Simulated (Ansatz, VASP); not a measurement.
MoS2 in VASP and in Ansatz

```
Mo S
1.0
     3.07783    0.00000    0.00000
    -1.53891    2.66548    0.00000
     0.00000    0.00000   12.06282
Mo S
2 4
Direct
  0.33333 0.66667 0.25000
  0.66667 0.33333 0.75000
  0.66667 0.33333 0.38109
  0.66667 0.33333 0.11891
  0.33333 0.66667 0.88109
  0.33333 0.66667 0.61891
```

Change from the starting cell: hydrostatic strain -3.0%.

Alike in both runs: task single point; functional PBE; k mesh 12 × 12 × 2; occupations fermi-dirac, width 0.02 eV; no spin polarisation.

|  | VASP | Ansatz |
| --- | --- | --- |
| version | VASP 6.6.1 | Ansatz 0.2.0 |
| potentials or method | VASP PAW PBE potentials, release 64 (Mo_sv, S) | plane waves, PAW |
| plane-wave cutoff (eV) | 520 | 420 |
| valence electrons in the cell | 52 | 52 |

VASP gave:

```
gap on the k mesh at the Fermi level (eV)                     : 0.81
pressure (GPa)                                                : 10.3
traceless stress, the component that is largest in VASP (GPa) : -3.67
rms of the force components (eV/Å)                            : 0.068
```

Task: Estimate Ansatz's values.

Result: gap on the k mesh at the Fermi level (eV): 0.79; pressure (GPa): 10.5; traceless stress, the component that is largest in VASP (GPa): -3.62; rms of the force components (eV/Å): 0.075.

Atom by atom the forces differ by 0.008 eV/Å (rms over components).
